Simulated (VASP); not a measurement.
Rb3Ru:

```
CELL_PARAMETERS angstrom
6.25181 0.00000 0.00000
-3.12591 5.41423 0.00000
0.00000 0.00000 4.37870
ATOMIC_POSITIONS crystal
Rb 0.50000 0.00000 0.00000
Rb 0.00000 0.50000 0.00000
Rb 0.50000 0.50000 0.00000
Ru 0.00000 0.00000 0.00000
```

The cell was generated, and may not be a known phase.

```yaml
Program: VASP 6.6.1
Task: relaxation of cell and atoms
Functional: PBE
Potentials_or_basis: VASP PAW PBE potentials, release 64 (Rb_sv, Ru_pv)
Cutoff: 600 eV
k_mesh: 3 × 3 × 4
Occupations: gaussian, width 0.1 eV
Spin: no spin polarisation
```

At the start: pressure 4.8 GPa; volume 37.05 Å³/atom.

Q: Where does the relaxation end?

A: Over 15 steps the energy falls by 423.0 meV/atom and the volume is 42.52 Å³/atom (+14.8 %); space group P6/mmm (No. 191, to 0.1 Å) before and after.

Step by step:
```tsv
step	energy change (eV)	largest force (eV/Å)	pressure (GPa)	volume (Å³)
1	0.0000	0.0000	4.85	148.21
2	-0.9682	0.0000	1.68	172.99
3	-1.3604	0.0000	-0.19	201.12
4	-1.4051	0.0000	-0.13	210.86
5	-1.3582	0.0000	-1.04	230.81
6	-1.3964	0.0000	-0.88	222.21
7	-1.4060	0.0000	-0.71	216.51
8	-1.4068	0.0000	-0.64	214.11
9	-1.4764	0.0000	-0.64	207.49
10	-1.6453	0.0000	-0.56	187.33
11	-0.7938	0.0000	3.27	145.69
12	-1.6593	0.0000	-0.56	184.49
13	-1.6683	0.0000	-0.32	174.04
14	-1.6745	0.0000	-0.45	178.58
15	-1.6919	0.0000	-0.10	170.09
```

Final structure:
```cif
data_structure
_symmetry_space_group_name_H-M 'P 1'
_symmetry_Int_Tables_number 1
_cell_length_a 7.5921
_cell_length_b 7.5921
_cell_length_c 3.4073
_cell_angle_alpha 90.000
_cell_angle_beta 90.000
_cell_angle_gamma 120.000
_cell_volume 170.09
loop_
_atom_site_label
_atom_site_type_symbol
_atom_site_fract_x
_atom_site_fract_y
_atom_site_fract_z
_atom_site_occupancy
Rb1 Rb 0.50000 0.00000 0.00000 1
Rb2 Rb 0.00000 0.50000 0.00000 1
Rb3 Rb 0.50000 0.50000 0.00000 1
Ru1 Ru 0.00000 0.00000 0.00000 1
```

Caveat: the k points lie up to 0.46 Å⁻¹ apart in the final cell, too coarse for converged energies and pressures of a metal; a cell axis changed by over 15 % at a fixed basis, so the end point is rough.
